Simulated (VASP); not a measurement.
Here is a VASP 6.6.1 calculation.

File POSCAR:

```
Y
1.0
    3.5954130000      0.0000000000      0.0000000000
   -1.7977060000      3.1137190000      0.0000000000
    0.0000000000      0.0000000000      5.6054180000
Y
2
Direct
    0.3333330000      0.6666670000      0.2500000000
    0.6666670000      0.3333330000      0.7500000000
```

Contents of INCAR.step1:

```
PREC     = Accurate       # precision mode
ENCUT    = 520            # plane-wave cutoff, eV
ISMEAR   = -1             # smearing method
SIGMA    = 0.05           # smearing width, eV
LREAL    = F              # projectors in reciprocal space
LASPH    = T              # aspherical terms in the spheres
NELM     = 80             # most SCF steps
NBANDS   = 18             # bands
GGA      = PE             # functional
ALGO     = Normal         # electronic algorithm
EDIFF    = 1E-4           # SCF threshold, eV
LWAVE    = T              # write WAVECAR
LCHARG   = F              # write CHGCAR
```

The input INCAR.step2:

```
PREC     = Accurate       # precision mode
ENCUT    = 520            # plane-wave cutoff, eV
EDIFF    = 1E-6           # SCF threshold, eV
ISMEAR   = -1             # smearing method
SIGMA    = 0.05           # smearing width, eV
LREAL    = F              # projectors in reciprocal space
LASPH    = T              # aspherical terms in the spheres
NELM     = 80             # most SCF steps
ALGO     = Normal         # electronic algorithm
ISIF     = 2              # what is computed and relaxed
LWAVE    = F              # write WAVECAR
LCHARG   = T              # write CHGCAR
METAGGA  = R2SCAN         # meta-GGA
LMIXTAU  = T            
LELF     = T              # ELF
LVHAR    = T            
NBANDS   = 18             # bands
ISTART   = 1
```

KPOINTS

```
Automatic mesh
0
Gamma
  10 10 6
```

Potentials or basis: VASP PAW PBE potentials, release 64 (Y_sv).

The run is started by

```bash
$ cat potpaw_PBE.64/Y_sv/POTCAR > POTCAR
$ cp INCAR.step1 INCAR
$ mpirun -np 1 vasp_std > vasp.out
$ cp INCAR.step2 INCAR
$ mpirun -np 1 vasp_std > vasp.out
```

**Question.** Estimate the pressure.

**Answer.** 2.9 GPa.

**Question.** Predict the band gap on the k mesh.

**Answer.** Zero (bands 11 and 12 overlap by 1.65 eV).

Stress tensor (GPa, compression positive):
```
3.20 0.00 0.00
0.00 3.20 0.00
0.00 0.00 2.27
```

Caveat: the PAW data sets were made with another functional, which shifts forces and pressure a little.
